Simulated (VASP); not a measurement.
La4LuF3:

```xyz
8
Lattice="4.9806 0.0000 0.0000 -2.4903 4.3133 0.0000 0.0000 0.0000 10.1565" Properties=species:S:1:pos:R:3 pbc="T T T"
La    0.0000    2.8755    8.3710
La    2.4903    1.4378    8.3710
La    2.4903    1.4378    1.7855
La    0.0000    2.8755    1.7855
Lu    0.0000    0.0000    0.0000
F     2.4903    0.0000    5.0783
F    -1.2451    2.1567    5.0783
F     1.2451    2.1567    5.0783
```

The cell was generated, and may not be a known phase.

```yaml
Program: VASP 6.6.1
Task: relaxation of cell and atoms
Functional: PBE
Potentials_or_basis: VASP PAW PBE potentials, release 64 (La, Lu, F)
Cutoff: 600 eV
k_mesh: 4 × 4 × 2
Occupations: gaussian, width 0.2 eV
Spin: no spin polarisation
```

At the start: pressure 4.9 GPa; volume 27.27 Å³/atom.

Question: How do energy, volume and symmetry change on relaxing?

Answer: Over 18 steps the energy falls by 1694.0 meV/atom and the volume is 28.33 Å³/atom (+3.9 %); space group P6/mmm (No. 191, to 0.1 Å) before and after.

Step by step:
| step | energy change (eV) | largest force (eV/Å) | pressure (GPa) | volume (Å³) |
| --- | --- | --- | --- | --- |
| 1 | 0.0000 | 1.9398 | 4.90 | 218.19 |
| 2 | -5.2511 | 2.6589 | -1.92 | 242.46 |
| 3 | -8.9822 | 2.2210 | -9.54 | 279.33 |
| 4 | -10.6157 | 2.0313 | -7.40 | 268.68 |
| 5 | -12.3614 | 1.1672 | 1.09 | 220.48 |
| 6 | -12.6799 | 1.3050 | -2.90 | 232.89 |
| 7 | -13.2611 | 0.0037 | 1.60 | 212.81 |
| 8 | -13.2611 | 0.0050 | 1.62 | 212.77 |
| 9 | -13.3621 | 0.2859 | -0.08 | 219.29 |
| 10 | -13.3663 | 0.3906 | -0.47 | 221.11 |
| 11 | -13.4053 | 0.3806 | -0.04 | 220.73 |
| 12 | -13.4950 | 0.1871 | 1.27 | 219.39 |
| 13 | -13.2061 | 1.0261 | 3.74 | 215.88 |
| 14 | -13.5044 | 0.0172 | 1.68 | 219.00 |
| 15 | -13.5186 | 0.0139 | 1.50 | 220.25 |
| 16 | -13.5339 | 0.1068 | 1.07 | 223.12 |
| 17 | -13.5423 | 0.0528 | 0.80 | 224.16 |
| 18 | -13.5522 | 0.0684 | 0.17 | 226.66 |

Final structure:
```
La Lu F
1.0
     5.89080    0.00000    0.00000
    -2.94540    5.10159    0.00000
     0.00000    0.00000    7.54231
La Lu F
4 1 3
Direct
  0.33333 0.66667 0.75917
  0.66667 0.33333 0.75917
  0.66667 0.33333 0.24083
  0.33333 0.66667 0.24083
  0.00000 0.00000 0.00000
  0.50000 0.00000 0.50000
  0.00000 0.50000 0.50000
  0.50000 0.50000 0.50000
```

Caveat: the k points lie up to 0.42 Å⁻¹ apart in the final cell; a cell axis changed by over 15 % at a fixed basis, so the end point is rough; the relaxation stopped at a loose force limit of 0.08 eV/Å, so its end isn't a converged minimum.
